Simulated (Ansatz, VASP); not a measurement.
Y in VASP and in Ansatz

```xyz
2
Lattice="1.7380 -5.5920 0.0000 1.7380 5.5920 0.0000 0.0000 0.0000 3.4598" Properties=species:S:1:pos:R:3 pbc="T T T"
Y     1.7380   -4.0726    2.5948
Y     1.7380    4.0726    0.8649
```

Alike in both runs: task relaxation of cell and atoms; functional PBE; k mesh 6 × 6 × 6; occupations gaussian, width 0.1 eV; no spin polarisation.

|  | VASP | Ansatz |
| --- | --- | --- |
| version | VASP 6.6.1 | Ansatz 0.2.0 |
| potentials or method | VASP PAW PBE potentials, release 64 (Y_sv), cutoff 600 eV | scalar-relativistic, plane waves, PAW |
| valence electrons in the cell | 22 | 22 |

|  | VASP | Ansatz | Ansatz less VASP |
| --- | --- | --- | --- |
| gap on the k mesh at the Fermi level, each at its own relaxed structure (eV) | none | none | - |
| relaxed volume (Å³/atom) | 33.82 | 33.84 | +0.019 |
| relaxed length of the cell vector where the two differ most in proportion (Å) | 3.504 | 3.485 | -0.0185 |

A gap of «none» marks a metal or a gap that the smearing closes.
